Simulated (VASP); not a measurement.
# Mg27HO26 (a cell with a defect) in VASP: further runs, part 2 of 3

VASP 6.6.1. The steps go on from the part before.

### 3 Single point, PBE

INCAR reads:

```
PREC     = Accurate       # precision mode
ENCUT    = 520            # plane-wave cutoff, eV
EDIFF    = 1E-7           # SCF threshold, eV
ISMEAR   = 0              # smearing method
SIGMA    = 0.01           # smearing width, eV
LREAL    = Auto         
LASPH    = True           # aspherical terms in the spheres
NELM     = 60             # most SCF steps
ALGO     = Normal         # electronic algorithm
ISIF     = 2              # what is computed and relaxed
LWAVE    = False          # write WAVECAR
LCHARG   = False          # write CHGCAR
GGA      = PE             # functional
NELECT   = 210.0        
NBANDS   = 138            # bands
```

KPOINTS reads:

```
Automatic mesh
0
Gamma
  1 1 1
  0.25 0.25 0.25
```

POSCAR reads:

```
Mg27HO26
1.0
    0.0000000000      6.3815718500      6.3815718500
    6.3815718500      0.0000000000      6.3815718500
    6.3815718500      6.3815718500      0.0000000000
Mg O H
27 26 1
Direct
    0.0002458758      0.0000560379     -0.0005821839
    0.0002420214      0.0000923016      0.3322733455
    0.0003016862      0.0001035331      0.6664174996
    0.0002706406      0.3329995321     -0.0006714836
    0.0007115489      0.3332666026      0.3325389871
    0.0002752721      0.3331955204      0.6662596441
    0.0002809283      0.6671702497     -0.0006348340
    0.0002647573      0.6669277690      0.3324925224
   -0.0001593994      0.6669263156      0.6661435961
    0.3331039632      0.0000817009     -0.0006708794
    0.3334496301      0.0005454460      0.3325194377
    0.3333280787      0.0000799271      0.6662730182
    0.3334255231      0.3332430618     -0.0001643688
    0.3334217690      0.3332315073      0.3325469172
    0.3258872091      0.3259984335      0.6733682919
    0.3333229149      0.6670147380     -0.0006333698
    0.3258785625      0.6741137031      0.3252875199
    0.3261224041      0.6743110380      0.6736136024
    0.6673934602      0.0000898973     -0.0006156876
    0.6671977609      0.0000609462      0.3324562654
    0.6671004619     -0.0003754468      0.6661857074
    0.6672404048      0.3331208198     -0.0006300550
    0.6744194349      0.3258749206      0.3251073527
    0.6746398273      0.3260769880      0.6734583144
    0.6671105886      0.6669192439     -0.0011225629
    0.6746493333      0.6741684140      0.3253261489
    0.6671231552      0.6669110465      0.6662099791
    0.1667001173      0.1665786499      0.1658473981
    0.1667356084      0.1665866021      0.4998728319
    0.1660197680      0.1658770260      0.8335432777
    0.1666920439      0.5006089688      0.1658520927
    0.1700703219      0.5000977341      0.4993280407
    0.1701001696      0.5000828395      0.8295222170
    0.1660381326      0.8342638178      0.1651505693
    0.1700959929      0.8302484939      0.4993593136
    0.1660449323      0.8343281528      0.8335576257
    0.5008243000      0.1665451065      0.1658592328
    0.5002706660      0.1699862161      0.4993350555
    0.5002849537      0.1699531267      0.8294999047
    0.5002539536      0.5000988982      0.1692046835
    0.5002684951      0.5000891708      0.8295017307
    0.5002603278      0.8302371530      0.1692089944
    0.5002768482      0.8302292681      0.4993546175
    0.4997408617      0.8336094847      0.8328409746
    0.8345285177      0.1658749887      0.1651324998
    0.8304438758      0.1699189320      0.4993692826
    0.8345355608      0.1658778561      0.8335675641
    0.8304389409      0.5000909206      0.1691806172
    0.8304525863      0.5001005408      0.4993723566
    0.8338512615      0.4995730845      0.8328562943
    0.8344942556      0.8342729478      0.1651809388
    0.8338160867      0.8336026191      0.4988057039
    0.8338450948      0.8335985680      0.8328543949
    0.5002288679      0.5002035621      0.4993017800
```

Potentials or basis: VASP PAW PBE potentials, release 64 (Mg, O, H).

The run is started by

```sh
$ cat potpaw_PBE.64/Mg/POTCAR potpaw_PBE.64/O/POTCAR potpaw_PBE.64/H/POTCAR > POTCAR
$ mpirun -np 1 vasp_std > vasp.out
```

OUTCAR:

```text
PREC = Accurate
   ENCUT = 520
   EDIFF = 1E-7
   ISMEAR = 0
   LREAL = Auto
   LASPH = True
   NELM = 60
   ISIF = 2
   GGA = PE
   NELECT = 210.0

 ion  position               nearest neighbor table
   1  0.000  0.000  0.999-  34 2.12  45 2.12  51 2.12  47 2.12  36 2.12  30 2.12  10 3.00  19 3.00
                             2 3.00   7 3.00   4 3.00   3 3.00  22 3.01  20 3.01  16 3.01   8 3.01
   2  0.000  0.000  0.332-  45 2.12  52 2.12  28 2.12  34 2.12  46 2.15  35 2.15  23 2.94  17 2.94
                             1 3.00  10 3.00   4 3.00  20 3.01   8 3.01   9 3.01  21 3.01   5 3.01
   3  0.000  0.000  0.666-  36 2.12  29 2.12  47 2.12  53 2.12  46 2.15  35 2.15  18 2.94  24 2.94
                            19 3.00   7 3.00  12 3.00   1 3.00   6 3.01   5 3.01  11 3.01   9 3.01
   4  0.000  0.333  0.999-  45 2.12  50 2.12  30 2.12  28 2.12  33 2.15  48 2.15  15 2.94  23 2.94
                            10 3.00   1 3.00   2 3.00  22 3.00   6 3.01  13 3.01  25 3.01   9 3.01
   5  0.001  0.333  0.333-  31 2.13  29 2.13  28 2.13  46 2.13  48 2.13  49 2.13  14 3.00  13 3.00
                            11 3.00   8 3.01   6 3.01   3 3.01   7 3.01   2 3.01   4 3.01  26 3.01
   6  0.000  0.333  0.666-  50 2.12  29 2.13  30 2.13  47 2.13  32 2.15  49 2.15  15 2.94  24 2.94
                             4 3.01   3 3.01  22 3.01  12 3.01   1 3.01  14 3.01  27 3.01   9 3.01
   7  0.000  0.667  0.999-  31 2.12  51 2.12  36 2.12  53 2.12  48 2.15  33 2.15  26 2.94  18 2.94
                             1 3.00  19 3.00   3 3.00  16 3.00   8 3.01  13 3.01   5 3.01  25 3.01
   8  0.000  0.667  0.332-  31 2.12  52 2.12  51 2.13  34 2.13  49 2.15  32 2.15  26 2.94  17 2.94
                             7 3.01   2 3.01  16 3.01  20 3.01   1 3.01   5 3.01  14 3.01  27 3.01
   9  1.000  0.667  0.666-  50 2.13  52 2.13  53 2.13  35 2.13  33 2.13  32 2.13  27 3.00  21 3.00
[... 62 lines left out ...]
  53  0.834  0.834  0.833-   7 2.12   3 2.12  19 2.13   9 2.13  21 2.13  25 2.13
  54  0.500  0.500  0.499-  17 2.22  26 2.22  18 2.22  23 2.22  15 2.22  24 2.22

  LATTYP: Found a face centered cubic cell.
 ALAT       =    12.7631437000

  Lattice vectors:

 A1 = (   0.0000000000,   6.3815718500,   6.3815718500)
 A2 = (   6.3815718500,   0.0000000000,   6.3815718500)
 A3 = (   6.3815718500,   6.3815718500,   0.0000000000)

Analysis of symmetry for initial positions (statically):
=====================================================================
 Subroutine PRICEL returns:
 Original cell was already a primitive cell.

 Routine SETGRP: Setting up the symmetry group for a
 face centered cubic supercell.

 Subroutine GETGRP returns: Found  1 space group operations
 (whereof  1 operations were pure point group operations)
 out of a pool of 48 trial point group operations.

The static configuration has the point symmetry C_1 .

Analysis of symmetry for dynamics (positions and initial velocities):
=====================================================================
 Subroutine PRICEL returns:
 Original cell was already a primitive cell.

 Routine SETGRP: Setting up the symmetry group for a
 face centered cubic supercell.

 Subroutine GETGRP returns: Found  1 space group operations
 (whereof  1 operations were pure point group operations)
 out of a pool of 48 trial point group operations.

The dynamic configuration has the point symmetry C_1 .

 Subroutine INISYM returns: Found  1 space group operations
 (whereof  1 operations are pure point group operations),
 and found     1 'primitive' translations

----------------------------------------------------------------------------------------

[... 161 lines left out ...]
   dimension x,y,z NGXF=   140 NGYF=  140 NGZF=  140
   ions per type =              27  26   1
   NGX,Y,Z   is equivalent  to a cutoff of  12.89, 12.89, 12.89 a.u.
   NGXF,Y,Z  is equivalent  to a cutoff of  25.79, 25.79, 25.79 a.u.
 SYSTEM =  unknown system
   PREC   = accura    normal or accurate (medium, high low for compatibility)
   ISTART =      0    job   : 0-new  1-cont  2-samecut
   ICHARG =      2    charge: 1-file 2-atom 10-const
   ISPIN  =      1    spin polarized calculation?
   LNONCOLLINEAR =      F non collinear calculations
   LSORBIT =      F    spin-orbit coupling
   LASPH  =      T    aspherical Exc in radial PAW
   ENCUT  =  520.0 eV  38.22 Ry    6.18 a.u.  16.78 16.78 16.78*2*pi/ulx,y,z
   NELM   =     60;   NELMIN=  2; NELMDL= -5     # of ELM steps
   EDIFF  = 0.1E-06   stopping-criterion for ELM
   LREAL  =      T    real-space projection
   EDIFFG = 0.1E-05   stopping-criterion for IOM
   NSW    =      0    number of steps for IOM
   IBRION =     -1    ionic relax: 0-MD 1-quasi-New 2-CG
   NFREE  =      0    steps in history (QN), initial steepest desc. (CG)
   ISIF   =      2    stress and relaxation
   ISYM   =      2    0-nonsym 1-usesym 2-fastsym
   POTIM  = 0.5000    time-step for ionic-motion
   TEBEG  =    0.0;   TEEND  =   0.0 temperature during run
   PSTRESS=    0.0 pullay stress
   NELECT =     210.0000    total number of electrons
   NUPDOWN=      -1.0000    fix difference up-down
   EMIN   =  10.00;   EMAX   =-10.00  energy-range for DOS
   EFERMI =   0.00;   METHOD = LEGACY
   ISMEAR =     0;   SIGMA  =   0.01  broadening in eV -4-tet -1-fermi 0-gaus
   EFERMI_NEDOS =   21; number of points for ismear=-14 and -15
   IALGO  =     38    algorithm
   IMIX   =      4    mixing-type and parameters
     AMIX     =   0.40;   BMIX     =  1.00
     AMIX_MAG =   1.60;   BMIX_MAG =  1.00
  volume/ion in A,a.u.               =       9.63        64.96
  Fermi-wavevector in a.u.,A,eV,Ry     =   1.210255  2.287051 19.928691  1.464717
  Thomas-Fermi vector in A             =   2.345807
   LORBIT       =      0    0 simple, 1 ext, 2 COOP (PROOUT), +10 PAW based schemes
   GGA     = PE    functional components
   LHFCALC =     F    Hartree Fock is set to
   AEXX    =    0.0000 exact exchange contribution
   IVDW    =     0    specifies the selected vdW correction
   LEPSILON=     F    determine dielectric tensor
   LRPA    =     F    only Hartree local field effects (RPA)
 non-spin polarized calculation
 Gauss-broadening in eV      SIGMA  =   0.01
  energy-cutoff  :      520.00
  volume of cell :      519.77
 maximum number of plane-waves:     13962
 NGX is ok and might be reduce to    70
   NGX = 33   NGY = 33   NGZ = 33

 number of electron     209.9999967 magnetization

 Free energy of the ion-electron system (eV)
  ---------------------------------------------------
  ext. energy  EPLUGINS =         0.00000000
  ---------------------------------------------------
  free energy    TOTEN  =      -319.63536655 eV

  energy without entropy =     -319.63536655  energy(sigma->0) =     -319.63536655

 E-fermi :   2.9269     XC(G=0): -10.8482

 val. band max:        2.8452386841   @ k =   0.0000   0.0000  -0.2500
 cond. band min:       7.9330313376   @ k =   0.2500   0.2500   0.2500
 fundamental gap:      5.0877926535
 Fermi energy:         2.9269491685

 k-point     1 :       0.2500    0.2500    0.2500
  band No.  band energies     occupation
      1     -14.0690      2.00000
      2     -13.5984      2.00000
      3     -13.3843      2.00000
      4     -13.3813      2.00000
      5     -13.3221      2.00000
      6     -13.2571      2.00000
[... 469 lines left out ...]
    116      10.8992      0.00000
    117      11.4778      0.00000
 [bands above 117 left out]

------------------------ aborting loop because EDIFF is reached ----------------------------------------

  FORCE on cell =-STRESS in cart. coord.  units (eV):
  Direction    XX          YY          ZZ          XY          YZ          ZX
  --------------------------------------------------------------------------------------
  -------------------------------------------------------------------------------------
  Total       -8.4316977     -8.4365099     -8.4378534      0.0092062      0.0139417     -0.0030297
  in kB      -25.9903798    -26.0052130    -26.0093543      0.0283779      0.0429748     -0.0093389
  external PRESSURE =     -26.0016490 kB  Pullay stress =       0.0000000 kB

 VOLUME and BASIS-vectors are now :
 -----------------------------------------------------------------------------
  energy-cutoff  :      520.00
  volume of cell :      519.77
      direct lattice vectors                 reciprocal lattice vectors
     0.000000000  6.381571850  6.381571850    -0.078350603  0.078350603  0.078350603
     6.381571850  0.000000000  6.381571850     0.078350603 -0.078350603  0.078350603
     6.381571850  6.381571850  0.000000000     0.078350603  0.078350603 -0.078350603

 POSITION                                       TOTAL-FORCE (eV/Angst)
 -----------------------------------------------------------------------------------
      6.37821      6.37943      0.00193        -0.005239     -0.003424      0.003318
      2.12102      2.12197      0.00213        -0.002105     -0.000726      0.003635
      4.25345      4.25472      0.00259         0.002854      0.001756     -0.005050
      8.50235      6.37901      2.12679         0.000398      0.003900     -0.001165
      4.24889      2.12666      2.13131        -0.015951     -0.000780     -0.000682
      6.37809      4.25354      2.12807        -0.000684      0.020561     -0.021970
[... 46 lines left out ...]
     10.63459     10.63616     10.64091        -0.003757     -0.005631     -0.003873
      6.37842      6.37858      6.38433        -0.001169      0.001732     -0.001340
 -----------------------------------------------------------------------------------
    total drift:                                0.002037      0.001510     -0.001521

  FREE ENERGIE OF THE ION-ELECTRON SYSTEM (eV)
  ---------------------------------------------------
  free  energy   TOTEN  =      -319.6353665462 eV

  energy  without entropy=     -319.6353665462  energy(sigma->0) =     -319.63536655
```

Run time: 20 min. Hardware: 1 thread of Intel Xeon Platinum 8488C (Sapphire Rapids), shared host; peak memory 0.79 GiB.

Results:

```yaml
Free_energy: -319.6354 eV
Largest_force: 0.043 eV/Å
```

Forces in eV/Å, atoms in the order of the input:
```
Mg  -0.005 -0.003  0.003
Mg  -0.002 -0.001  0.004
Mg   0.003  0.002 -0.005
Mg   0.000  0.004 -0.001
Mg  -0.016 -0.001 -0.001
Mg  -0.001  0.021 -0.022
Mg   0.001 -0.004  0.001
Mg   0.001 -0.023  0.024
Mg   0.017  0.002 -0.001
Mg   0.003  0.008  0.005
Mg  -0.008 -0.008 -0.002
Mg   0.016  0.002 -0.015
Mg  -0.008 -0.001 -0.006
Mg  -0.012 -0.007 -0.003
Mg   0.009  0.034 -0.023
Mg   0.015 -0.014  0.001
Mg   0.007 -0.024  0.034
Mg   0.022 -0.010 -0.009
Mg  -0.003 -0.005 -0.004
Mg  -0.016 -0.002  0.017
Mg   0.009  0.008  0.002
Mg  -0.014  0.014 -0.001
Mg  -0.024  0.010  0.009
Mg  -0.009  0.024 -0.034
Mg   0.009  0.001  0.008
Mg  -0.007 -0.033  0.023
Mg   0.011  0.003  0.004
O    0.003  0.005  0.005
O    0.000 -0.001  0.010
O   -0.004 -0.003  0.006
O   -0.002  0.011  0.000
O   -0.002  0.003  0.000
O   -0.007 -0.002  0.007
O   -0.003  0.003 -0.005
O   -0.006  0.007 -0.002
O   -0.004  0.005  0.002
O    0.010 -0.003 -0.001
O    0.001 -0.005 -0.001
O    0.000 -0.009  0.006
O   -0.001  0.001 -0.007
O    0.000  0.001  0.006
O    0.001  0.007 -0.007
O    0.000  0.007 -0.002
O   -0.009  0.001  0.002
O    0.004 -0.006 -0.006
O    0.008 -0.008  0.003
O    0.004 -0.005  0.003
O    0.007  0.004 -0.007
O    0.002  0.000 -0.002
O   -0.001 -0.012 -0.002
O    0.003  0.004 -0.002
O    0.002  0.002 -0.011
O   -0.004 -0.006 -0.004
H   -0.001  0.002 -0.001
```

Caveat: the cell carries a net charge on a neutralising background, which shifts energy and pressure; the cell is charged against a uniform background, so pressure and absolute levels hang on convention.

### 4 Single point, PBE, collinear spin

INCAR reads:

```
SYSTEM = Mg27HO26
ALGO = Normal
EDIFF = 1E-6
ENCUT = 520
GGA = PE
ISIF = 2
ISMEAR = 0
ISPIN = 2
LASPH = .TRUE.
LCHARG = .TRUE.
LELF = .TRUE.
LORBIT = 11
LREAL = Auto
LVHAR = .TRUE.
LWAVE = .FALSE.
MAGMOM = 0.01 0.01 0.01 0.01 0.01 0.01 0.01 0.01 0.01 0.01 0.01 0.01 0.01 0.01 0.01 0.01 0.01 0.01 0.01 0.01 0.01 0.01 0.01 0.01 0.01 0.01 0.01 0.01 0.01 0.01 0.01 0.01 0.01 0.01 0.01 0.01 0.01 0.01 0.01 0.01 0.01 0.01 0.01 0.01 0.01 0.01 0.01 0.01 0.01 0.01 0.01 0.01 0.01 0.03
NBANDS = 142
NELM = 150
NUPDOWN = 1.0
PREC = Accurate
SIGMA = 0.01
```

KPOINTS is that of step 3.

POSCAR reads:

```
Mg27HO26
1.0
    0.0000000000      6.3815718500      6.3815718500
    6.3815718500      0.0000000000      6.3815718500
    6.3815718500      6.3815718500      0.0000000000
Mg O H
27 26 1
Direct
    0.0001768444      0.0005602376     -0.0005844773
    0.0001445480      0.0005182674      0.3322322579
    0.0002217333      0.0005970473      0.6665847914
    0.0001330701      0.3334261965     -0.0006238750
    0.0006070393      0.3338460016      0.3326835676
    0.0001895920      0.3336686417      0.6663178754
    0.0002188536      0.6677283188     -0.0005430532
    0.0001911642      0.6674360508      0.3325404633
   -0.0002648471      0.6672821004      0.6661457666
    0.3330079915      0.0005151137     -0.0006260701
    0.3334197247      0.0010576942      0.3326615649
    0.3332965482      0.0005662554      0.6662912432
    0.3334242325      0.3338375806     -0.0001329733
    0.3333314953      0.3337568753      0.3325597854
    0.3262501420      0.3265977154      0.6727527916
    0.3332981726      0.6674538115     -0.0005774474
    0.3262428813      0.6739137490      0.3254792638
    0.3268246113      0.6745172151      0.6733666553
    0.6673361346      0.0006184312     -0.0005490894
    0.6670759874      0.0005630159      0.3325191588
    0.6669431092      0.0000494850      0.6661863510
    0.6670636473      0.3336866013     -0.0005848772
    0.6735311624      0.3265697117      0.3254867171
    0.6741487971      0.3272010543      0.6733618719
    0.6669382400      0.6672704232     -0.0010466702
    0.6741300872      0.6745395896      0.3260486294
    0.6670123895      0.6673867311      0.6662535063
    0.1666420706      0.1670114664      0.1659010441
    0.1664917994      0.1668798674      0.4998924983
    0.1659973961      0.1663623244      0.8336951751
    0.1664906794      0.5010459409      0.1657432243
    0.1700242379      0.5006383271      0.4994948434
    0.1702693273      0.5005526430      0.8293272465
    0.1659900058      0.8348278498      0.1652274145
    0.1702937244      0.8304401637      0.4994183208
    0.1659088071      0.8347581461      0.8336011091
    0.5006575865      0.1668692496      0.1657522112
    0.5002573901      0.1704253822      0.4995015700
    0.5001851134      0.1706590368      0.8293178178
    0.5002661059      0.5006450295      0.1692440064
    0.5000944716      0.5004790976      0.8295765867
    0.5001835078      0.8304530889      0.1695074355
    0.5001003256      0.8306974831      0.4993296214
    0.4997116496      0.8342438614      0.8330764364
    0.8344566145      0.1663639052      0.1652265072
    0.8300543972      0.1706856737      0.4994151693
    0.8343733257      0.1662854674      0.8336122136
    0.8300852120      0.5005632655      0.1694983405
    0.8303159503      0.5004916714      0.4993299211
    0.8338715263      0.5000751590      0.8330821328
    0.8343705772      0.8347651348      0.1651379258
    0.8338624534      0.8342453030      0.4989409832
    0.8337191267      0.8341001201      0.8329331499
    0.5002210099      0.5005511733      0.4993790090
```

The run is started by

```sh
$ cat potpaw_PBE.64/Mg/POTCAR potpaw_PBE.64/O/POTCAR potpaw_PBE.64/H/POTCAR > POTCAR
$ mpirun -np 1 vasp_std > vasp.out
```

Run time: 39 min. Hardware: 1 thread of Intel Xeon Platinum 8488C (Sapphire Rapids), shared host; peak memory 1.2 GiB.

Results (log left out):

| Property | Result |
| --- | --- |
| Free energy | -311.7387 eV |
| Pressure | 2.3 GPa |
| Largest force | 0.093 eV/Å |
| Net moment | 1.00 μB per cell |
| Valence electrons inside the program's atomic spheres | Mg 0.40, 0.39 (each value once); O 5.09, 5.10, 5.08 (each value once); H 0.56 |

Forces on the atoms (eV/Å):
```
Mg   0.000 -0.001  0.004
Mg   0.018  0.018  0.024
Mg  -0.018 -0.018 -0.024
Mg   0.016  0.025  0.016
Mg  -0.045 -0.026 -0.027
Mg  -0.001  0.029 -0.031
Mg  -0.016 -0.025 -0.017
Mg   0.001 -0.032  0.031
Mg   0.045  0.027  0.028
Mg   0.025  0.018  0.018
Mg  -0.027 -0.043 -0.027
Mg   0.030  0.000 -0.030
Mg  -0.028 -0.026 -0.043
Mg  -0.023 -0.020 -0.023
Mg   0.064  0.063 -0.025
Mg   0.030 -0.031  0.000
Mg   0.062 -0.026  0.063
Mg   0.024 -0.062 -0.063
Mg  -0.025 -0.017 -0.018
Mg  -0.030  0.000  0.029
Mg   0.028  0.041  0.029
Mg  -0.031  0.030 -0.001
Mg  -0.024  0.062  0.064
Mg  -0.062  0.024 -0.063
Mg   0.029  0.025  0.045
Mg  -0.064 -0.063  0.023
Mg   0.022  0.021  0.023
O    0.007  0.006  0.009
O    0.019  0.018  0.044
O   -0.022 -0.024  0.002
O    0.017  0.042  0.017
O   -0.039  0.000 -0.002
O   -0.012  0.000  0.012
O   -0.023  0.003 -0.023
O   -0.012  0.012 -0.001
O   -0.003  0.024  0.022
O    0.043  0.015  0.019
O   -0.004 -0.039 -0.004
O    0.000 -0.010  0.011
O   -0.001 -0.001 -0.039
O    0.001  0.002  0.038
O    0.000  0.012 -0.011
O    0.004  0.039  0.003
O   -0.042 -0.017 -0.018
O    0.003 -0.023 -0.022
O    0.011 -0.011  0.000
O    0.023 -0.003  0.024
O    0.013  0.001 -0.013
O    0.039  0.004  0.001
O   -0.016 -0.043 -0.017
O    0.022  0.022 -0.004
O   -0.019 -0.016 -0.043
O   -0.008 -0.006 -0.007
H    0.001  0.000 -0.001
```

Caveat: the k points lie up to 0.43 Å⁻¹ apart; the total moment is fixed, so each spin has its own Fermi level and the state may be an excited one.

(Continued in part 3 of 3.)
